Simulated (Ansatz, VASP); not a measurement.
# One calculation of CdSe, two programs

```
CELL_PARAMETERS angstrom
4.34004 0.00000 0.00000
-2.17002 3.75859 0.00000
0.00000 0.00000 7.07774
ATOMIC_POSITIONS crystal
Cd 0.33333 0.66667 0.00454
Cd 0.66667 0.33333 0.50454
Se 0.33333 0.66667 0.38046
Se 0.66667 0.33333 0.88046
```

Alike in both runs: functional r2SCAN; k mesh 10 × 10 × 6; occupations fermi-dirac, width 0.1 eV; no spin polarisation.

Ansatz relaxed the structure, and its values are those at the end. VASP's run is a single point on that final structure, the one shown.

|  | VASP | Ansatz |
| --- | --- | --- |
| version | VASP 6.6.1 | Ansatz 0.2.0 |
| potentials or method | VASP PAW PBE potentials, release 64 (Cd, Se) | PAW with Ansatz's default frozen-core files, scalar-relativistic |
| plane-wave cutoff (eV) | 520 | 500 |
| valence electrons in the cell | 36 | 72 |

```csv
,VASP,Ansatz,Ansatz less VASP
pressure (GPa),0.2,0.0,-0.24
```

VASP's potentials were made for PBE, not for r2SCAN. VASP's potentials hold 36 valence electrons a cell and Ansatz's 72, so a difference there can come from the potentials and not from the codes.
